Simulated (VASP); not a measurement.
Crystal: ZrO2 (Cubic zirconia).

```
Zr O
1.0
     0.00000    2.53500    2.53500
     2.53500    0.00000    2.53500
     2.53500    2.53500    0.00000
Zr O
1 2
Direct
  0.00000 0.00000 0.00000
  0.25000 0.25000 0.25000
  0.75000 0.75000 0.75000
```

Base run:

```yaml
Program: VASP 6.6.1
Functional: BLYP
Potentials_or_basis: VASP PAW PBE potentials, release 64 (Zr_sv, O)
Cutoff: 600 eV
k_mesh: 6 × 6 × 6
Occupations: gaussian, width 0.01 eV
Spin: no spin polarisation
```

Its results: band gap on the k mesh 3.44 eV, indirect (least direct gap 3.92 eV); pressure 14.6 GPa.

The run is repeated on the same cell with these changes: functional from BLYP to r2SCAN; cutoff from 600 eV to 660 eV. What comes out?

Band gap on the k mesh 3.91 eV, indirect (least direct gap 4.32 eV); pressure 3.0 GPa.

r2SCAN gives the wider gap, since meta-GGAs in the generalised Kohn-Sham scheme recover part of the derivative discontinuity.

Caveats: the PAW data sets were made with another functional, which shifts forces and pressure a little.

A k mesh can miss the band edges.
